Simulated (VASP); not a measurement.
Write the native input for VASP 6.6.1 that does the following.

| Item | Value |
| --- | --- |
| Task | relaxation of cell and atoms |
| Functional | PBE |
| Potentials or basis | VASP PAW PBE potentials, release 64 (Ga_d) |
| Cutoff | 600 eV |
| k mesh | 20 × 20 × 20 |
| Occupations | gaussian, width 0.1 eV |
| Spin | no spin polarisation |
| Dipole correction | no |
| Further INCAR settings | ALGO = Fast; EDIFF = 1e-07; IBRION = 2; EDIFFG = -0.01; NSW = 100; ISIF = 3 |

The structure of Ga lies in POSCAR:

```
Ga
1.0
    2.7917707267      0.0000000000      0.0000000000
    0.0000000000      2.7917707267      0.0000000000
    0.0000000000      0.0000000000      2.6352891675
Ga
1
Direct
    0.5000000000      0.5000000000      0.5000000000
```

The cell was generated, and may not be a known phase.

These files were run (other wordings do the same):

INCAR

```
ALGO = Fast
EDIFF = 1E-7
EDIFFG = -0.01
ENCUT = 600
GGA = PE
IBRION = 2
ISIF = 3
ISMEAR = 0
LASPH = True
LCHARG = False
LREAL = False
LWAVE = False
NELM = 60
NSW = 100
PREC = Accurate
SIGMA = 0.1
```

KPOINTS

```
k-points
0
Gamma
  20 20 20
```

Potentials or basis: VASP PAW PBE potentials, release 64 (Ga_d).

Launch:

```bash
$ cat potpaw_PBE.64/Ga_d/POTCAR > POTCAR
$ mpirun -np 1 vasp_std > vasp.out
```

Results of the run:

```json
{
 "Relaxed volume": "20.09 Å³/atom",
 "Relaxed cell": "a = 2.719 Å, b = 2.719 Å, c = 2.717 Å, α = 90.00°, β = 90.00°, γ = 90.00°",
 "Space group after relaxing (to 0.1 Å)": "Pm-3m (No. 221)",
 "Energy gained by relaxing": "12.1 meV/atom",
 "Ionic steps": "4",
 "Pressure after relaxing": "0.0 GPa",
 "Band gap on the k mesh": "zero (an odd number of electrons rules out a gap without spin polarisation)"
}
```

Run time: 5.1 min on 1 thread of Intel Xeon 8259CL (shared host), peak memory 0.32 GiB.
